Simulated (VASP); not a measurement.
The system is CuAu.

```
Au Cu
1.0
     1.44306    0.83315    4.25617
    -1.44306    0.83315    4.25617
     0.00000   -1.66630    4.25617
Au Cu
1 1
Cartesian
  0.0000 0.0000 0.0000
  0.0000 0.0000 6.3843
```

```yaml
Program: VASP 6.6.1
Task: relaxation of cell and atoms
Functional: PBEsol
Potentials_or_basis: VASP PAW PBE potentials, release 64 (Au, Cu)
Cutoff: 600 eV
k_mesh: 11 × 11 × 11
Occupations: fermi-dirac, width 0.05 eV
Spin: no spin polarisation
```

At the start: pressure -8.0 GPa; volume 15.35 Å³/atom.

Where does the relaxation end?

Over 11 steps the energy falls by 26.6 meV/atom and the volume is 14.49 Å³/atom (-5.6 %); space group R-3m (No. 166, to 0.05 Å).

Step by step:
| step | energy change (eV) | largest force (eV/Å) | pressure (GPa) | volume (Å³) |
| --- | --- | --- | --- | --- |
| 1 | 0.0000 | 0.0000 | -8.02 | 30.70 |
| 2 | 0.0050 | 0.0000 | 10.54 | 27.41 |
| 3 | -0.0453 | 0.0000 | -0.14 | 29.04 |
| 4 | -0.0453 | 0.0000 | 0.10 | 28.99 |
| 5 | -0.0489 | 0.0000 | 0.05 | 28.97 |
| 6 | -0.0523 | 0.0000 | 0.77 | 28.87 |
| 7 | -0.0530 | 0.0000 | 0.59 | 28.91 |
| 8 | -0.0531 | 0.0000 | 0.48 | 28.90 |
| 9 | -0.0531 | 0.0000 | 0.57 | 28.90 |
| 10 | -0.0526 | 0.0000 | -0.92 | 29.17 |
| 11 | -0.0532 | 0.0000 | 0.02 | 28.98 |

Final structure:
```cif
data_structure
_symmetry_space_group_name_H-M 'P 1'
_symmetry_Int_Tables_number 1
_cell_length_a 4.5831
_cell_length_b 4.5831
_cell_length_c 4.5831
_cell_angle_alpha 35.480
_cell_angle_beta 35.480
_cell_angle_gamma 35.480
_cell_volume 28.98
loop_
_atom_site_label
_atom_site_type_symbol
_atom_site_fract_x
_atom_site_fract_y
_atom_site_fract_z
_atom_site_occupancy
Au1 Au 0.00000 0.00000 0.00000 1
Cu1 Cu 0.50000 0.50000 0.50000 1
```

Caveat: the PAW data sets were made with another functional, which shifts forces and pressure a little.
